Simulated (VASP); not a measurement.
MoS2: single point with BLYP

The system is MoS2.

```
Mo S
1.0
     3.30981    0.00000    0.00000
    -1.65491    2.86638    0.00000
     0.00000    0.00000    9.42545
Mo S
1 2
Direct
  0.00000 0.00000 0.50000
  0.66667 0.33333 0.66517
  0.33333 0.66667 0.33483
```

* Program: VASP 6.6.1
* Task: single point
* Functional: BLYP
* Potentials or basis: VASP PAW PBE potentials, release 64 (Mo_sv, S)
* Cutoff: 520 eV
* k mesh: 9 × 9 × 4
* Occupations: fermi-dirac, width 0.05 eV
* Spin: no spin polarisation

* Pressure: 0.0 GPa
* Largest force: 0.010 eV/Å
* Band gap on the k mesh: zero (band 13 reaches 3.31 eV, above the bottom of band 14 at 2.34 eV)

Forces in eV/Å, atoms in the order of the input:
```
Mo   0.000  0.000  0.000
S    0.000  0.000  0.010
S    0.000  0.000 -0.010
```

Levels at points of the mesh, in eV from the Fermi level:
| k point | band 11 | band 12 | band 13 | band 14 | band 15 | band 16 |
| --- | --- | --- | --- | --- | --- | --- |
| (0.00, 0.00, 0.00) | -0.88 | -0.88 | -0.49 | -0.46 | -0.46 | 3.05 |
| (0.00, 0.00, 0.50) | -0.88 | -0.88 | -0.46 | -0.46 | -0.45 | 3.05 |

Wall time 46 s on 1 thread of Intel(R) Xeon(R) 6975P-C (Granite Rapids) (shared host), peak memory 0.26 GiB.

Caveat: the PAW data sets were made with another functional, which shifts forces and pressure a little.
